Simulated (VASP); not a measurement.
Write the native input for VASP 6.6.1 that does the following.

```yaml
Task: single point
Functional: PBE
Potentials_or_basis: VASP PAW PBE potentials, release 64 (Al, N)
Cutoff: 520 eV
k_mesh: 17 × 17 × 17
Occupations: fermi-dirac, width 0.05 eV
Spin: no spin polarisation
Dipole_correction: no
Further_INCAR_settings: ALGO = Normal; EDIFF = 1e-06; NBANDS = 11
```

The structure of AlN (zincblende type) lies in POSCAR:

```
AlN
1.0
    0.0000000000      1.9953677549      1.9953677549
    1.9953677549      0.0000000000      1.9953677549
    1.9953677549      1.9953677549      0.0000000000
Al N
1 1
Direct
    0.0000000000      0.0000000000      0.0000000000
    0.2500000000      0.2500000000      0.2500000000
```

One way to write it, as run:

INCAR

```
SYSTEM = AlN
PREC = Accurate ; ENCUT = 520
EDIFF = 1E-6 ; ISMEAR = -1
SIGMA = 0.05 ; LREAL = .False.
LASPH = .True. ; NELM = 100
ALGO = Normal ; ISIF = 2
LWAVE = .False. ; LCHARG = .True.
GGA = PE ; LELF = .True.
LVHAR = .True. ; NBANDS = 11
```

KPOINTS

```
Automatic mesh
0
Gamma
  17 17 17
  0 0 0
```

Potentials or basis: VASP PAW PBE potentials, release 64 (Al, N).

Command:

```bash
$ cat potpaw_PBE.64/Al/POTCAR potpaw_PBE.64/N/POTCAR > POTCAR
$ mpirun -np 1 vasp_std > vasp.out
```

It gave:

```
Pressure               : 100.7 GPa
Band gap on the k mesh : 3.46 eV (least direct gap 5.49 eV)
```

Caveat: the cell stands under pressure; an odd mesh through Γ misses points on the zone boundary, where band edges can lie.

Run time: 17 s on 1 thread of AMD EPYC 9R45 (Zen 5), on a shared host, peak memory 0.12 GiB.
